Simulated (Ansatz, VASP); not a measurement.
## Sb in VASP and in Ansatz

INCAR

```
SYSTEM = Sb
PREC     = Accurate       ! precision mode
ENCUT    = 520            ! plane-wave cutoff, eV
EDIFF    = 1E-6           ! SCF threshold, eV
ISMEAR   = 1              ! smearing method
SIGMA    = 0.2            ! smearing width, eV
LREAL    = .False.        ! projectors in reciprocal space
LASPH    = .True.         ! aspherical terms in the spheres
NELM     = 80             ! most SCF steps
ALGO     = Normal         ! electronic algorithm
ISIF     = 2              ! what is computed and relaxed
LWAVE    = .False.        ! write WAVECAR
LCHARG   = .False.        ! write CHGCAR
GGA      = PS             ! functional
NBANDS   = 8              ! bands
```

The input KPOINTS:

```
regular mesh
0
Gamma
  12 12 12
  0 0 0
```

File POSCAR:

```
Sb
1.0
    3.0833436100      0.0000000000      0.0000000000
    0.0000000000      3.0833436100      0.0000000000
    0.0000000000      0.0000000000      3.0833436100
Sb
1
Direct
    0.0000000000      0.0000000000      0.0000000000
```

Input for Ansatz:

```yaml
crystal:
  lattice:
    - [3.08334361, 0.0, 0.0]
    - [0.0, 3.08334361, 0.0]
    - [0.0, 0.0, 3.08334361]
  atoms:
    - { symbol: Sb, position: [0.0, 0.0, 0.0] }
kpoints:
  mp_grid: { grid: [12, 12, 12] }
scf:
  occupations: { method: methfessel_paxton, width: 0.2 }
hamiltonian:
  xc: pbesol
  pseudopotentials: { kind: all_electron, lapw: { basis_error: 0.0005 } }
output:
  forces: true
  stress: true
  eigenvalues: true
```

Alike in both runs: task single point; functional PBEsol; k mesh 12 × 12 × 12; occupations methfessel-paxton of order 1, width 0.2 eV; no spin polarisation.

```csv
,VASP,Ansatz
version,VASP 6.6.1,Ansatz 0.2.0
potentials or method,"VASP PAW PBE potentials, release 64 (Sb), cutoff 520 eV","all-electron LAPW, scalar-relativistic"
```

|  | VASP | Ansatz | Ansatz less VASP |
| --- | --- | --- | --- |
| pressure (GPa) | -1.2 | -1.2 | -0.08 |

VASP's potentials were made for PBE, not for PBEsol. Ansatz ran all-electron here, and VASP with PAW potentials.

Neither program's run includes spin-orbit coupling.
